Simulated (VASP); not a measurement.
# Ni (Im-3m) in VASP: single point with PBE

Aim: the single point of Ni with PBE.

Program: VASP 6.6.1. These are calculated values, not measurements. Logs are shortened: lines on timing, memory, paths and dates and some standing lists are left out, and cuts for length are marked.

### 1 The cell of the first run

The structure is cubic, space group Im-3m (No. 229). Conventional cell: a = 2.801 Å, b = 2.801 Å, c = 2.801 Å, α = 90.00°, β = 90.00°, γ = 90.00°. Within 3.2 Å of Ni (site symmetry m-3m) lie 14 Ni at 2.43 to 2.80 Å.

### 2 Single point, PBE

Contents of INCAR:

```
SYSTEM = Ni
ALGO     = Normal         ! electronic algorithm
EDIFF    = 1E-7           ! SCF threshold, eV
ENCUT    = 520            ! plane-wave cutoff, eV
GGA      = PE             ! functional
ISIF     = 2              ! what is computed and relaxed
ISMEAR   = -1             ! smearing method
LASPH    = .TRUE.         ! aspherical terms in the spheres
LCHARG   = .FALSE.        ! write CHGCAR
LREAL    = .FALSE.        ! projectors in reciprocal space
LWAVE    = .FALSE.        ! write WAVECAR
NBANDS   = 11             ! bands
NELM     = 60             ! most SCF steps
PREC     = Accurate       ! precision mode
SIGMA    = 0.13605693000000002 ! smearing width, eV
```

Contents of KPOINTS:

```
k-points
0
G
  16 16 16
  0 0 0
```

Contents of POSCAR:

```
Ni
1.0
   -1.4002975558      1.4002975558      1.4002975558
    1.4002975558     -1.4002975558      1.4002975558
    1.4002975558      1.4002975558     -1.4002975558
Ni
1
Direct
    0.0000000000      0.0000000000      0.0000000000
```

Potentials or basis: VASP PAW PBE potentials, release 64 (Ni).

Command:

```console
$ cat potpaw_PBE.64/Ni/POTCAR > POTCAR
$ mpirun -np 1 vasp_std > vasp.out
```

OUTCAR:

```text
SYSTEM = Ni
   EDIFF = 1E-7
   ENCUT = 520
   GGA = PE
   ISIF = 2
   ISMEAR = -1
   LASPH = .TRUE.
   LREAL = .FALSE.
   NELM = 60
   PREC = Accurate

 ion  position               nearest neighbor table
   1  0.000  0.000  0.000-

  LATTYP: Found a body centered cubic cell.
 ALAT       =     2.8005951116

  Lattice vectors:

 A1 = (  -1.4002975558,   1.4002975558,   1.4002975558)
 A2 = (   1.4002975558,  -1.4002975558,   1.4002975558)
 A3 = (   1.4002975558,   1.4002975558,  -1.4002975558)

Analysis of symmetry for initial positions (statically):
=====================================================================
 Subroutine PRICEL returns:
 Original cell was already a primitive cell.

 Routine SETGRP: Setting up the symmetry group for a
 body centered cubic supercell.

 Subroutine GETGRP returns: Found 48 space group operations
 (whereof 48 operations were pure point group operations)
 out of a pool of 48 trial point group operations.

The static configuration has the point symmetry O_h .

Analysis of symmetry for dynamics (positions and initial velocities):
=====================================================================
 Subroutine PRICEL returns:
 Original cell was already a primitive cell.

 Routine SETGRP: Setting up the symmetry group for a
 body centered cubic supercell.

 Subroutine GETGRP returns: Found 48 space group operations
 (whereof 48 operations were pure point group operations)
 out of a pool of 48 trial point group operations.

The dynamic configuration has the point symmetry O_h .

 Subroutine INISYM returns: Found 48 space group operations
 (whereof 48 operations are pure point group operations),
 and found     1 'primitive' translations

----------------------------------------------------------------------------------------

                                     Primitive cell

  volume of cell :      10.9830

  direct lattice vectors                    reciprocal lattice vectors
    -1.400297556  1.400297556  1.400297556     0.000000000  0.357066966  0.357066966
     1.400297556 -1.400297556  1.400297556     0.357066966  0.000000000  0.357066966
     1.400297556  1.400297556 -1.400297556     0.357066966  0.357066966  0.000000000

  length of vectors
     2.425386512  2.425386512  2.425386512     0.504968946  0.504968946  0.504968946

  position of ions in fractional coordinates (direct lattice)
     0.000000000  0.000000000  0.000000000

  ion indices of the primitive-cell ions
   primitive index   ion index
                 1           1

----------------------------------------------------------------------------------------

 KPOINTS: k-points

Automatic generation of k-mesh.
 Grid dimensions read from file:
 generate k-points for:   16   16   16

 Generating k-lattice:

  Cartesian coordinates                     Fractional coordinates (reciprocal lattice)
     0.000000000  0.022316685  0.022316685     0.062500000  0.000000000  0.000000000
     0.022316685  0.000000000  0.022316685     0.000000000  0.062500000  0.000000000
     0.022316685  0.022316685  0.000000000     0.000000000  0.000000000  0.062500000

  Length of vectors
     0.031560559  0.031560559  0.031560559

  Shift w.r.t. Gamma in fractional coordinates (k-lattice)
     0.000000000  0.000000000  0.000000000

 Subroutine IBZKPT returns following result:
 ===========================================

 Found    145 irreducible k-points:

 Following reciprocal coordinates:
            Coordinates               Weight
  0.000000  0.000000  0.000000      1.000000
  0.062500  0.000000  0.000000     12.000000
  0.125000  0.000000  0.000000     12.000000
  0.187500  0.000000  0.000000     12.000000
  0.250000  0.000000  0.000000     12.000000
  0.312500  0.000000  0.000000     12.000000
[... 16 lines left out ...]
  0.187500  0.187500  0.000000     24.000000
  0.250000  0.187500  0.000000     48.000000
 [... further k-points ...]
   k-points           NKPTS =    145   k-points in BZ     NKDIM =    145   number of bands    NBANDS=     11
   number of dos      NEDOS =    301   number of ions     NIONS =      1
   total plane-waves  NPLWV =   5832
   dimension x,y,z NGX =    18 NGY =   18 NGZ =   18
   dimension x,y,z NGXF=    36 NGYF=   36 NGZF=   36
   ions per type =               1
   NGX,Y,Z   is equivalent  to a cutoff of  12.34, 12.34, 12.34 a.u.
   NGXF,Y,Z  is equivalent  to a cutoff of  24.68, 24.68, 24.68 a.u.
 SYSTEM =  Ni
   PREC   = accura    normal or accurate (medium, high low for compatibility)
   ISTART =      0    job   : 0-new  1-cont  2-samecut
   ICHARG =      2    charge: 1-file 2-atom 10-const
   ISPIN  =      1    spin polarized calculation?
   LNONCOLLINEAR =      F non collinear calculations
   LSORBIT =      F    spin-orbit coupling
   LASPH  =      T    aspherical Exc in radial PAW
   ENCUT  =  520.0 eV  38.22 Ry    6.18 a.u.   4.51  4.51  4.51*2*pi/ulx,y,z
   NELM   =     60;   NELMIN=  2; NELMDL= -5     # of ELM steps
   EDIFF  = 0.1E-06   stopping-criterion for ELM
   LREAL  =      F    real-space projection
   EDIFFG = 0.1E-05   stopping-criterion for IOM
   NSW    =      0    number of steps for IOM
   IBRION =     -1    ionic relax: 0-MD 1-quasi-New 2-CG
   NFREE  =      0    steps in history (QN), initial steepest desc. (CG)
   ISIF   =      2    stress and relaxation
   ISYM   =      2    0-nonsym 1-usesym 2-fastsym
   POTIM  = 0.5000    time-step for ionic-motion
   TEBEG  =    0.0;   TEEND  =   0.0 temperature during run
   PSTRESS=    0.0 pullay stress
   NELECT =      10.0000    total number of electrons
   NUPDOWN=      -1.0000    fix difference up-down
   EMIN   =  10.00;   EMAX   =-10.00  energy-range for DOS
   EFERMI =   0.00;   METHOD = LEGACY
   ISMEAR =    -1;   SIGMA  =   0.14  broadening in eV -4-tet -1-fermi 0-gaus
   EFERMI_NEDOS =   21; number of points for ismear=-14 and -15
   IALGO  =     38    algorithm
   IMIX   =      4    mixing-type and parameters
     AMIX     =   0.40;   BMIX     =  1.00
     AMIX_MAG =   1.60;   BMIX_MAG =  1.00
  volume/ion in A,a.u.               =      10.98        74.12
  Fermi-wavevector in a.u.,A,eV,Ry     =   1.586723  2.998472 34.255259  2.517690
  Thomas-Fermi vector in A             =   2.685991
   LORBIT       =      0    0 simple, 1 ext, 2 COOP (PROOUT), +10 PAW based schemes
   GGA     = PE    functional components
   LHFCALC =     F    Hartree Fock is set to
   AEXX    =    0.0000 exact exchange contribution
   IVDW    =     0    specifies the selected vdW correction
   LEPSILON=     F    determine dielectric tensor
   LRPA    =     F    only Hartree local field effects (RPA)
 non-spin polarized calculation
  energy-cutoff  :      520.00
  volume of cell :       10.98
 maximum number of plane-waves:       321
   NGX =  9   NGY =  9   NGZ =  9

 number of electron      10.0000000 magnetization

 number of electron       9.9999984 magnetization

 Free energy of the ion-electron system (eV)
  ---------------------------------------------------
  ext. energy  EPLUGINS =         0.00000000
  ---------------------------------------------------
  free energy    TOTEN  =        -5.42327603 eV

  energy without entropy =       -5.29509945  energy(sigma->0) =       -5.35918774

 E-fermi :   9.0790     XC(G=0): -13.1964

 val. band max:        9.0763652511   @ k =  -0.2500   0.3125   0.1250
 cond. band min:       9.0925838585   @ k =   0.5000   0.5000   0.4375
 fundamental gap:      0.0162186074
 Fermi energy:         9.0790066727

 k-point     1 :       0.0000    0.0000    0.0000
  band No.  band energies     occupation
      1       0.2877      2.00000
      2       7.1800      2.00000
      3       7.1800      2.00000
      4       7.1800      2.00000
      5       8.4834      1.97520
      6       8.4834      1.97520
      7      35.4258      0.00000
      8      35.4258      0.00000
      9      35.4258      0.00000
     10      40.2720      0.00000
     11      40.2720      0.00000

 k-point     2 :       0.0625    0.0000    0.0000
  band No.  band energies     occupation
      1       0.4484      2.00000
      2       7.1426      2.00000
      3       7.1768      2.00000
      4       7.2533      2.00000
      5       8.4459      1.98112
      6       8.4863      1.97467
      7      34.1035      0.00000
      8      35.1132      0.00000
      9      35.2077      0.00000
     10      39.1160      0.00000
     11      39.2472      0.00000

 k-point     3 :       0.1250    0.0000    0.0000
  band No.  band energies     occupation
      1       0.9220      2.00000
      2       7.0371      2.00000
      3       7.1560      2.00000
      4       7.4665      1.99999
      5       8.3598      1.98993
      6       8.4959      1.97285
      7      31.2587      0.00000
      8      34.0268      0.00000
      9      34.7097      0.00000
     10      36.9301      0.00000
     11      37.9817      0.00000

 k-point     4 :       0.1875    0.0000    0.0000
  band No.  band energies     occupation
      1       1.6779      2.00000
      2       6.8817      2.00000
      3       7.1001      2.00000
      4       7.7978      1.99984
      5       8.2888      1.99401
      6       8.5137      1.96911
      7      28.0106      0.00000
      8      32.5186      0.00000
      9      34.1614      0.00000
     10      34.8174      0.00000
     11      37.1570      0.00000
[... 239 lines left out ...]
 k-point    22 :       0.4375    0.1250    0.0000
  band No.  band energies     occupation
      1       5.0354      2.00000
      2       6.2889      2.00000
      3       7.7440      1.99989
      4       8.4123      1.98522
      5       8.8917      1.59686
      6      11.2594      0.00000
      7      15.7949      0.00000
      8      24.6200      0.00000
      9      28.4742      0.00000
     10      34.7130      0.00000
     11      39.8349      0.00000

 k-point    23 :       0.1875    0.1875    0.0000
  band No.  band energies     occupation
      1       3.9766      2.00000
      2       6.5821      2.00000
      3       6.6959      2.00000
      4       8.2056      1.99675
      5       8.6451      1.92085
      6       9.1616      0.70556
      7      23.6251      0.00000
      8      24.3223      0.00000
      9      30.3124      0.00000
     10      35.7453      0.00000
     11      38.9978      0.00000

 k-point    24 :       0.2500    0.1875    0.0000
  band No.  band energies     occupation
      1       4.8018      2.00000
      2       6.4251      2.00000
      3       6.7371      2.00000
      4       8.2714      1.99473
      5       8.6951      1.88764
      6       9.9497      0.00332
      7      20.9336      0.00000
      8      23.0912      0.00000
      9      29.3679      0.00000
     10      35.8427      0.00000
     11      39.5298      0.00000

 [... further k-points ...]

------------------------ aborting loop because EDIFF is reached ----------------------------------------

  FORCE on cell =-STRESS in cart. coord.  units (eV):
  Direction    XX          YY          ZZ          XY          YZ          ZX
  --------------------------------------------------------------------------------------
  -------------------------------------------------------------------------------------
  Total       -0.0328339     -0.0328339     -0.0328339     -0.0000000      0.0000000      0.0000000
  in kB       -4.7897371     -4.7897371     -4.7897371     -0.0000000      0.0000000      0.0000000
  external PRESSURE =      -4.7897371 kB  Pullay stress =       0.0000000 kB

 VOLUME and BASIS-vectors are now :
 -----------------------------------------------------------------------------
  energy-cutoff  :      520.00
  volume of cell :       10.98
      direct lattice vectors                 reciprocal lattice vectors
    -1.400297556  1.400297556  1.400297556     0.000000000  0.357066966  0.357066966
     1.400297556 -1.400297556  1.400297556     0.357066966  0.000000000  0.357066966
     1.400297556  1.400297556 -1.400297556     0.357066966  0.357066966  0.000000000

 POSITION                                       TOTAL-FORCE (eV/Angst)
 -----------------------------------------------------------------------------------
      0.00000      0.00000      0.00000        -0.000000     -0.000000     -0.000000
 -----------------------------------------------------------------------------------
    total drift:                                0.000000     -0.000000      0.000000

  FREE ENERGIE OF THE ION-ELECTRON SYSTEM (eV)
  ---------------------------------------------------
  free  energy   TOTEN  =        -5.4232760306 eV

  energy  without entropy=       -5.2950994452  energy(sigma->0) =       -5.35918774
```

Wall time 29 s (1 thread of AMD EPYC 7R13, shared host); peak memory 0.1 GiB.

What came out:

```yaml
Free_energy: -5.4233 eV
Pressure: -0.5 GPa
Band_gap_on_the_k_mesh: zero (band 5 reaches 9.42 eV, above the bottom of band 6 at 8.42 eV)
```

Levels at points of the mesh, in eV from the Fermi level:
| k point | band 2 | band 3 | band 4 | band 5 | band 6 | band 7 | band 8 | band 9 |
| --- | --- | --- | --- | --- | --- | --- | --- | --- |
| (0.00, 0.00, 0.00) | -1.90 | -1.90 | -1.90 | -0.60 | -0.60 | 26.35 | 26.35 | 26.35 |
| (0.50, 0.00, 0.00) | -2.83 | -0.64 | -0.44 | 0.31 | 0.35 | 6.62 | 19.03 | 19.99 |
| (0.50, 0.50, 0.50) | -3.92 | 0.13 | 0.13 | 0.13 | 9.78 | 9.78 | 9.78 | 15.66 |

Caveat: the run has no spin polarisation, though such a crystal can be magnetic. Spin polarisation is off, so any magnetic state and its effect on volume and gap are missing.
